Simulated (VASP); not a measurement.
Crystal: MoS2.

```
Mo S
1.0
     1.58000    0.91221    6.15000
    -1.58000    0.91221    6.15000
     0.00000   -1.82443    6.15000
Mo S
1 2
Direct
  0.00000 0.00000 0.00000
  0.41700 0.41700 0.41700
  0.25000 0.25000 0.25000
```

Base run:

- Program: VASP 6.6.1
- Functional: PBE
- Dispersion: TS
- Potentials or basis: VASP PAW PBE potentials, release 64 (Mo_sv, S)
- Cutoff: 520 eV
- k mesh: 7 × 7 × 7
- Occupations: gaussian, width 0.02 eV
- Spin: no spin polarisation

Its results: band gap on the k mesh 1.08 eV (least direct gap 2.14 eV); pressure 2.4 GPa; largest force 0.570 eV/Å.

Question: The run is repeated on the same cell with these changes: dispersion from TS to D2. What comes out?

Answer: Band gap on the k mesh 1.08 eV (least direct gap 2.14 eV); pressure 4.4 GPa; largest force 0.513 eV/Å.

Caveats: the cell stands under pressure (at least some runs).

A k mesh can miss the band edges.
